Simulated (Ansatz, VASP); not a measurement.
**Two plane-wave programs on GePt**

```
CELL_PARAMETERS angstrom
3.15848 0.00000 0.00000
0.00000 3.15848 0.00000
0.00000 0.00000 3.15848
ATOMIC_POSITIONS crystal
Ge 0.00000 0.00000 0.00000
Pt 0.50000 0.50000 0.50000
```

Alike in both runs: functional r2SCAN; k mesh 18 × 18 × 18; occupations gaussian, width 0.1 eV; no spin polarisation.

Ansatz relaxed the structure, and its values are those at the end. VASP's run is a single point on that final structure, the one shown.

```csv
,VASP,Ansatz
version,VASP 6.6.1,Ansatz 0.2.0
potentials or method,"VASP PAW PBE potentials, release 64 (Ge_d, Pt), cutoff 520 eV","scalar-relativistic, plane waves, PAW"
valence electrons in the cell,24,32
```

```csv
,VASP,Ansatz,Ansatz less VASP
gap on the k mesh at the Fermi level (eV),none,none,-
pressure (GPa),0.0,0.0,-0.04
```

VASP's potentials were made for PBE, not for r2SCAN. A gap of «none» marks a metal or a gap that the smearing closes. VASP's potentials hold 24 valence electrons a cell and Ansatz's 32, so a difference there can come from the potentials and not from the codes.

Spin-orbit coupling is off throughout.
